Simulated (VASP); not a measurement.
Runs of VASP 6.6.1 on AlCo (zincblende type). The structure is that of space group F-43m (No. 216), or close to it. The cells are those of the table. 

| task | cell | cutoff (eV) | gap on the mesh (eV) | pressure (GPa) |
| --- | --- | --- | --- | --- |
| single point | a = 3.039 Å, angles 60.0°, 2 atoms | 520 | none | (a) |
| relaxation of cell and atoms | relaxed to 150 GPa from a = 2.955 Å, angles 60.0°, 2 atoms | 600 | none | 150.0 |
| single point | a = 3.038 Å, angles 60.0°, 2 atoms | 520 | none | 151.1 |
| relaxation of cell and atoms | relaxed to 150 GPa from a = 3.038 Å, angles 60.0°, 2 atoms | 600 | none | 150.0 |

Alike in all rows: level PBE; potentials or basis VASP PAW PBE potentials, release 64 (Co, Al); no spin polarisation; k mesh 14 × 14 × 14; smearing fermi-dirac 0.05 eV.

**Question.** Fill in the values left out.

**Answer.** (a) 150.5.

Caveats: the cell is relaxed towards a set pressure, so the enthalpy falls and the energy may rise (some runs).

A gap of «none» marks levels without a gap at the run's occupations.
